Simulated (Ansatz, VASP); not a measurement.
## MgO: VASP beside Ansatz

INCAR

```
SYSTEM = MgO
  ALGO = Normal
  EDIFF = 1E-6
  ENCUT = 840
  GGA = CA
  GGA_COMPAT = .FALSE.
  ISIF = 2
  ISMEAR = 0
  LASPH = .TRUE.
  LCHARG = .FALSE.
  LREAL = .FALSE.
  LWAVE = .FALSE.
  NBANDS = 15
  NELM = 120
  PREC = Accurate
  SIGMA = 0.01
```

Contents of KPOINTS:

```
k-points
0
G
  10 10 10
  0 0 0
```

Contents of POSCAR:

```
MgO
1.0
    0.0000000000      2.1050000000      2.1050000000
    2.1050000000      0.0000000000      2.1050000000
    2.1050000000      2.1050000000      0.0000000000
Mg O
1 1
Direct
    0.0000000000      0.0000000000      0.0000000000
    0.5000000000      0.5000000000      0.5000000000
```

Input for Ansatz:

```yaml
crystal:
  lattice:
    - [0.0, 2.105, 2.105]
    - [2.105, 0.0, 2.105]
    - [2.105, 2.105, 0.0]
  atoms:
    - { symbol: Mg, position: [0.0, 0.0, 0.0] }
    - { symbol: O, position: [0.5, 0.5, 0.5] }
scf:
  occupations: { method: fixed }
output:
  forces: true
  stress: true
  eigenvalues: true
hamiltonian:
  xc: lda
basis:
  ecutwfc: 700
kpoints:
  mp_grid: { grid: [10, 10, 10] }
```

Alike in both runs: task single point; functional LDA; k mesh 10 × 10 × 10; no spin polarisation.

```csv
,VASP,Ansatz
version,VASP 6.6.1,Ansatz 0.2.0
potentials or method,"VASP PAW LDA potentials, release 64 (Mg_sv, O), cutoff 840 eV","scalar-relativistic, plane waves, PAW"
occupations,"gaussian, width 0.01 eV",fixed
valence electrons in the cell,16,16
```

```tsv
	VASP	Ansatz	Ansatz less VASP
gap on the k mesh at the Fermi level (eV)	4.68	4.67	-0.010
least direct gap on the mesh (eV)	4.68	4.67	-0.010
pressure (GPa)	-5.3	-5.8	-0.45
```

LDA's correlation is that of Perdew and Zunger in VASP and of Perdew and Wang (1992) in Ansatz.
